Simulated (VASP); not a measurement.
The system is Al3Cu.

```xyz
4
Lattice="2.7784 0.0000 0.0000 0.0000 2.7784 0.0000 0.0000 0.0000 7.5134" Properties=species:S:1:pos:R:3 pbc="T T T"
Al    0.0000    0.0000    3.7567
Al    1.3892    1.3892    1.6989
Al    1.3892    1.3892    5.8145
Cu    0.0000    0.0000    0.0000
```

Base run:

| Property | Result |
| --- | --- |
| Program | VASP 6.6.1 |
| Functional | PBEsol |
| Potentials or basis | VASP PAW PBE potentials, release 64 (Al, Cu) |
| Cutoff | 520 eV |
| k mesh | 10 × 10 × 4, shifted |
| Occupations | gaussian, width 0.1 eV |
| Spin | no spin polarisation |

Its results: band gap on the k mesh zero (band 10 reaches 12.11 eV, above the bottom of band 11 at 7.17 eV); pressure 1.0 GPa; largest force 0.133 eV/Å.

**Question.** The run is repeated on the same cell with these changes: k mesh from 10 × 10 × 4, shifted to 24 × 24 × 10. What comes out?

**Answer.** Band gap on the k mesh zero (band 10 reaches 12.93 eV, above the bottom of band 11 at 6.71 eV); pressure -1.8 GPa; largest force 0.179 eV/Å.

Caveats: the PAW data sets were made with another functional, which shifts forces and pressure a little.
